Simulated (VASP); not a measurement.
# InP (F-43m) in VASP: further runs

The runs below take InP through single point, with PBE.

All numbers are computed with VASP 6.6.1; they aren't measurements. Logs are shortened: lines on timing, memory, paths and dates and some standing lists are left out, and cuts for length are marked.

### Step 1. The cell of the first run

It takes space group F-43m (No. 216, cubic). The conventional cell has a = 5.671 Å, b = 5.671 Å, c = 5.671 Å, α = 90.00°, β = 90.00°, γ = 90.00°. In (site symmetry -43m) has 4 P at 2.46 Å within 3.2 Å. Within 3.2 Å of P (site symmetry -43m) lie 4 In at 2.46 Å.

### Step 2. Single point, PBE (strain -4.0%)

Input file INCAR:

```
PREC = Accurate
ENCUT = 500
EDIFF = 1E-6
ISMEAR = 0
SIGMA = 0.01
LREAL = False
LASPH = True
NELM = 120
ALGO = Normal
ISIF = 2
LWAVE = False
LCHARG = False
GGA = PE
NBANDS = 16
GGA_COMPAT = False
```

Input file KPOINTS:

```
Automatic mesh
0
Gamma
  4 4 4
```

Input file POSCAR:

```
InP
1.0
    0.0000000000      2.8356361294      2.8356361294
    2.8356361294      0.0000000000      2.8356361294
    2.8356361294      2.8356361294      0.0000000000
In P
1 1
Direct
    0.0000000000      0.0000000000      0.0000000000
    0.2500000000      0.2500000000      0.2500000000
```

Potentials or basis: VASP PAW PBE potentials, release 64 (In_d, P).

Started as:

```console
cat potpaw_PBE.64/In_d/POTCAR potpaw_PBE.64/P/POTCAR > POTCAR
mpirun -np 1 vasp_std > vasp.out
```

OUTCAR:

```text
PREC = Accurate
   ENCUT = 500
   EDIFF = 1E-6
   ISMEAR = 0
   LREAL = False
   LASPH = True
   NELM = 120
   ISIF = 2
   GGA = PE

 ion  position               nearest neighbor table
   1  0.000  0.000  0.000-   2 2.46   2 2.46   2 2.46   2 2.46
   2  0.250  0.250  0.250-   1 2.46   1 2.46   1 2.46   1 2.46

  LATTYP: Found a face centered cubic cell.
 ALAT       =     5.6712722588

  Lattice vectors:

 A1 = (   0.0000000000,   2.8356361294,   2.8356361294)
 A2 = (   2.8356361294,   0.0000000000,   2.8356361294)
 A3 = (   2.8356361294,   2.8356361294,   0.0000000000)

Analysis of symmetry for initial positions (statically):
=====================================================================
 Subroutine PRICEL returns:
 Original cell was already a primitive cell.

 Routine SETGRP: Setting up the symmetry group for a
 face centered cubic supercell.

 Subroutine GETGRP returns: Found 24 space group operations
 (whereof 24 operations were pure point group operations)
 out of a pool of 48 trial point group operations.

The static configuration has the point symmetry T_d .

Analysis of symmetry for dynamics (positions and initial velocities):
=====================================================================
 Subroutine PRICEL returns:
 Original cell was already a primitive cell.

 Routine SETGRP: Setting up the symmetry group for a
 face centered cubic supercell.

 Subroutine GETGRP returns: Found 24 space group operations
 (whereof 24 operations were pure point group operations)
 out of a pool of 48 trial point group operations.

The dynamic configuration has the point symmetry T_d .

 Subroutine INISYM returns: Found 24 space group operations
 (whereof 24 operations are pure point group operations),
 and found     1 'primitive' translations

----------------------------------------------------------------------------------------

                                     Primitive cell

  volume of cell :      45.6017

  direct lattice vectors                    reciprocal lattice vectors
     0.000000000  2.835636129  2.835636129    -0.176327278  0.176327278  0.176327278
     2.835636129  0.000000000  2.835636129     0.176327278 -0.176327278  0.176327278
     2.835636129  2.835636129  0.000000000     0.176327278  0.176327278 -0.176327278

  length of vectors
     4.010195072  4.010195072  4.010195072     0.305407804  0.305407804  0.305407804

  position of ions in fractional coordinates (direct lattice)
     0.000000000  0.000000000  0.000000000
     0.250000000  0.250000000  0.250000000

  ion indices of the primitive-cell ions
   primitive index   ion index
                 1           1
                 2           2

----------------------------------------------------------------------------------------

 KPOINTS: Automatic mesh

Automatic generation of k-mesh.
 Grid dimensions read from file:
 generate k-points for:    4    4    4

 Generating k-lattice:

  Cartesian coordinates                     Fractional coordinates (reciprocal lattice)
    -0.044081819  0.044081819  0.044081819     0.250000000  0.000000000  0.000000000
     0.044081819 -0.044081819  0.044081819     0.000000000  0.250000000  0.000000000
     0.044081819  0.044081819 -0.044081819     0.000000000  0.000000000  0.250000000

  Length of vectors
     0.076351951  0.076351951  0.076351951

  Shift w.r.t. Gamma in fractional coordinates (k-lattice)
     0.000000000  0.000000000  0.000000000

 Subroutine IBZKPT returns following result:
 ===========================================

 Found      8 irreducible k-points:

 Following reciprocal coordinates:
            Coordinates               Weight
  0.000000  0.000000  0.000000      1.000000
  0.250000  0.000000  0.000000      8.000000
  0.500000  0.000000  0.000000      4.000000
  0.250000  0.250000  0.000000      6.000000
  0.500000  0.250000  0.000000     24.000000
 -0.250000  0.250000  0.000000     12.000000
  0.500000  0.500000  0.000000      3.000000
 -0.250000  0.500000  0.250000      6.000000
   k-points           NKPTS =      8   k-points in BZ     NKDIM =      8   number of bands    NBANDS=     16
   number of dos      NEDOS =    301   number of ions     NIONS =      2
   total plane-waves  NPLWV =  27000
   dimension x,y,z NGX =    30 NGY =   30 NGZ =   30
   dimension x,y,z NGXF=    60 NGYF=   60 NGZF=   60
   ions per type =               1   1
   NGX,Y,Z   is equivalent  to a cutoff of  12.44, 12.44, 12.44 a.u.
   NGXF,Y,Z  is equivalent  to a cutoff of  24.87, 24.87, 24.87 a.u.
 SYSTEM =  unknown system
   PREC   = accura    normal or accurate (medium, high low for compatibility)
   ISTART =      0    job   : 0-new  1-cont  2-samecut
   ICHARG =      2    charge: 1-file 2-atom 10-const
   ISPIN  =      1    spin polarized calculation?
   LNONCOLLINEAR =      F non collinear calculations
   LSORBIT =      F    spin-orbit coupling
   LASPH  =      T    aspherical Exc in radial PAW
   ENCUT  =  500.0 eV  36.75 Ry    6.06 a.u.   7.31  7.31  7.31*2*pi/ulx,y,z
   NELM   =    120;   NELMIN=  2; NELMDL= -5     # of ELM steps
   EDIFF  = 0.1E-05   stopping-criterion for ELM
   LREAL  =      F    real-space projection
   EDIFFG = 0.1E-04   stopping-criterion for IOM
   NSW    =      0    number of steps for IOM
   IBRION =     -1    ionic relax: 0-MD 1-quasi-New 2-CG
   NFREE  =      0    steps in history (QN), initial steepest desc. (CG)
   ISIF   =      2    stress and relaxation
   ISYM   =      2    0-nonsym 1-usesym 2-fastsym
   POTIM  = 0.5000    time-step for ionic-motion
   TEBEG  =    0.0;   TEEND  =   0.0 temperature during run
   PSTRESS=    0.0 pullay stress
   NELECT =      18.0000    total number of electrons
   NUPDOWN=      -1.0000    fix difference up-down
   EMIN   =  10.00;   EMAX   =-10.00  energy-range for DOS
   EFERMI =   0.00;   METHOD = LEGACY
   ISMEAR =     0;   SIGMA  =   0.01  broadening in eV -4-tet -1-fermi 0-gaus
   EFERMI_NEDOS =   21; number of points for ismear=-14 and -15
   IALGO  =     38    algorithm
   IMIX   =      4    mixing-type and parameters
     AMIX     =   0.40;   BMIX     =  1.00
     AMIX_MAG =   1.60;   BMIX_MAG =  1.00
  volume/ion in A,a.u.               =      22.80       153.87
  Fermi-wavevector in a.u.,A,eV,Ry     =   1.200895  2.269363 19.621637  1.442150
  Thomas-Fermi vector in A             =   2.336719
   LORBIT       =      0    0 simple, 1 ext, 2 COOP (PROOUT), +10 PAW based schemes
   GGA     = PE    functional components
   LHFCALC =     F    Hartree Fock is set to
   AEXX    =    0.0000 exact exchange contribution
   IVDW    =     0    specifies the selected vdW correction
   LEPSILON=     F    determine dielectric tensor
   LRPA    =     F    only Hartree local field effects (RPA)
 non-spin polarized calculation
 Gauss-broadening in eV      SIGMA  =   0.01
  energy-cutoff  :      500.00
  volume of cell :       45.60
 maximum number of plane-waves:      1174
 NGX is ok and might be reduce to    30
   NGX = 15   NGY = 15   NGZ = 15

 number of electron      17.9999991 magnetization

 Free energy of the ion-electron system (eV)
  ---------------------------------------------------
  ext. energy  EPLUGINS =         0.00000000
  ---------------------------------------------------
  free energy    TOTEN  =        -8.04294631 eV

  energy without entropy =       -8.04294631  energy(sigma->0) =       -8.04294631

 E-fermi :   6.4617     XC(G=0):  -9.7087

 val. band max:        6.3822090516   @ k =   0.0000   0.0000   0.0000
 cond. band min:       7.6144213498   @ k =   0.0000   0.0000   0.0000
 fundamental gap:      1.2322122982
 Fermi energy:         6.4617408361

 k-point     1 :       0.0000    0.0000    0.0000
  band No.  band energies     occupation
      1      -8.0918      2.00000
      2      -8.0918      2.00000
      3      -8.0918      2.00000
      4      -7.8858      2.00000
      5      -7.8858      2.00000
      6      -5.8694      2.00000
[... 8 lines left out ...]
     15      15.9553      0.00000
     16      15.9553      0.00000

 k-point     2 :       0.2500    0.0000    0.0000
  band No.  band energies     occupation
      1      -8.1842      2.00000
      2      -8.0596      2.00000
      3      -8.0596      2.00000
      4      -7.8822      2.00000
      5      -7.8822      2.00000
      6      -5.0743      2.00000
[... 8 lines left out ...]
     15      15.0222      0.00000
     16      15.7046      0.00000

 k-point     3 :       0.5000    0.0000    0.0000
  band No.  band energies     occupation
      1      -8.2632      2.00000
      2      -8.0387      2.00000
      3      -8.0387      2.00000
      4      -7.8664      2.00000
      5      -7.8664      2.00000
      6      -3.7874      2.00000
[... 8 lines left out ...]
     15      17.2255      0.00000
     16      17.2255      0.00000

 k-point     4 :       0.2500    0.2500    0.0000
  band No.  band energies     occupation
      1      -8.2359      2.00000
      2      -8.0210      2.00000
      3      -8.0210      2.00000
      4      -7.9210      2.00000
      5      -7.8611      2.00000
      6      -4.8212      2.00000
[... 8 lines left out ...]
     15      16.4522      0.00000
     16      19.1976      0.00000

 k-point     5 :       0.5000    0.2500    0.0000
  band No.  band energies     occupation
      1      -8.2897      2.00000
      2      -8.0072      2.00000
      3      -7.9886      2.00000
      4      -7.9162      2.00000
      5      -7.8560      2.00000
      6      -3.5012      2.00000
[... 8 lines left out ...]
     15      17.3526      0.00000
     16      18.8182      0.00000

 k-point     6 :      -0.2500    0.2500    0.0000
  band No.  band energies     occupation
      1      -8.2527      2.00000
      2      -8.0294      2.00000
      3      -8.0173      2.00000
      4      -7.8883      2.00000
      5      -7.8797      2.00000
      6      -3.9798      2.00000
[... 8 lines left out ...]
     15      17.2469      0.00000
     16      18.5759      0.00000

 k-point     7 :       0.5000    0.5000    0.0000
  band No.  band energies     occupation
      1      -8.3443      2.00000
      2      -7.9633      2.00000
      3      -7.9458      2.00000
      4      -7.9458      2.00000
      5      -7.8363      2.00000
      6      -3.0153      2.00000
[... 8 lines left out ...]
     15      17.1585      0.00000
     16      18.5095      0.00000

 k-point     8 :      -0.2500    0.5000    0.2500
  band No.  band energies     occupation
      1      -8.3009      2.00000
      2      -8.0082      2.00000
      3      -7.9612      2.00000
      4      -7.9150      2.00000
      5      -7.8655      2.00000
      6      -2.8924      2.00000
[... 8 lines left out ...]
     15      18.0377      0.00000
     16      18.8754      0.00000

------------------------ aborting loop because EDIFF is reached ----------------------------------------

  FORCE on cell =-STRESS in cart. coord.  units (eV):
  Direction    XX          YY          ZZ          XY          YZ          ZX
  --------------------------------------------------------------------------------------
  -------------------------------------------------------------------------------------
  Total        3.6169612      3.6169612      3.6169612     -0.0000000     -0.0000000      0.0000000
  in kB      127.0787513    127.0787513    127.0787513     -0.0000000     -0.0000000      0.0000000
  external PRESSURE =     127.0787513 kB  Pullay stress =       0.0000000 kB

 VOLUME and BASIS-vectors are now :
 -----------------------------------------------------------------------------
  energy-cutoff  :      500.00
  volume of cell :       45.60
      direct lattice vectors                 reciprocal lattice vectors
     0.000000000  2.835636129  2.835636129    -0.176327278  0.176327278  0.176327278
     2.835636129  0.000000000  2.835636129     0.176327278 -0.176327278  0.176327278
     2.835636129  2.835636129  0.000000000     0.176327278  0.176327278 -0.176327278

 POSITION                                       TOTAL-FORCE (eV/Angst)
 -----------------------------------------------------------------------------------
      0.00000      0.00000      0.00000        -0.000000     -0.000000     -0.000000
      1.41782      1.41782      1.41782         0.000000      0.000000      0.000000
 -----------------------------------------------------------------------------------
    total drift:                               -0.000000     -0.000000     -0.000000

  FREE ENERGIE OF THE ION-ELECTRON SYSTEM (eV)
  ---------------------------------------------------
  free  energy   TOTEN  =        -8.0429463136 eV

  energy  without entropy=       -8.0429463136  energy(sigma->0) =       -8.04294631
```

It used 11 s of CPU time on 1 thread of AMD EPYC 7R13 Processor (Zen 3), on a shared host.

Results:

```yaml
Free_energy: -8.0429 eV
Pressure: 12.7 GPa
Band_gap_on_the_k_mesh: 1.23 eV, direct
```

Caveat: the k points lie up to 0.48 Å⁻¹ apart; the cell differs from its parent crystal (strain -4.0%); spin-orbit coupling is left out, which moves the levels of the heavy elements. A k mesh can miss the band edges.

[end of part 1 of 2]
